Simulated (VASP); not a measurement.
Set up this calculation in VASP 6.6.1, as the native input.

```
Task                   : single point
Functional             : PBEsol
Potentials or basis    : VASP PAW PBE potentials, release 64 (Al, Ni)
Cutoff                 : 520 eV
k mesh                 : 16 × 16 × 16
Occupations            : gaussian, width 0.15 eV
Spin                   : no spin polarisation
Dipole correction      : no
Further INCAR settings : ALGO = Fast; EDIFF = 1e-06; NBANDS = 14
```

The structure of AlNi lies in POSCAR:

```
AlNi
1.0
    2.0211996418     -2.0211459310      0.0000000000
    2.0211996418      2.0211459310      0.0000000000
    0.0000000000      0.0000000000      2.8688666946
Al Ni
1 1
Direct
   -0.0199414354      0.0000000000     -0.0132456486
    0.5091671398      0.5000000000      0.5060890658
```

This cell differs from its parent crystal: atoms displaced along several vibrational modes.

These files were run (other wordings do the same):

INCAR

```
PREC = Accurate
ENCUT = 520
EDIFF = 1E-6
ISMEAR = 0
SIGMA = 0.15
LREAL = F
LASPH = T
NELM = 100
ALGO = Fast
ISIF = 2
LWAVE = F
LCHARG = F
GGA = PS
NBANDS = 14
```

KPOINTS

```
regular mesh
0
Gamma
  16 16 16
```

Potentials or basis: VASP PAW PBE potentials, release 64 (Al, Ni).

The run is started by

```bash
$ cat potpaw_PBE.64/Al/POTCAR potpaw_PBE.64/Ni/POTCAR > POTCAR
$ mpirun -np 1 vasp_std > vasp.out
```

Results of the run:

```yaml
Pressure: 0.9 GPa
Largest_force: 0.635 eV/Å
Band_gap_on_the_k_mesh: zero (an odd number of electrons rules out a gap without spin polarisation)
```

Caveat: the cell differs from its parent crystal (atoms displaced along several vibrational modes); the PAW data sets were made with another functional, which shifts forces and pressure a little.

Run time: 3.6 min on 1 thread of Intel(R) Xeon(R) 6975P-C (Granite Rapids), on a shared host, peak memory 0.75 GiB.
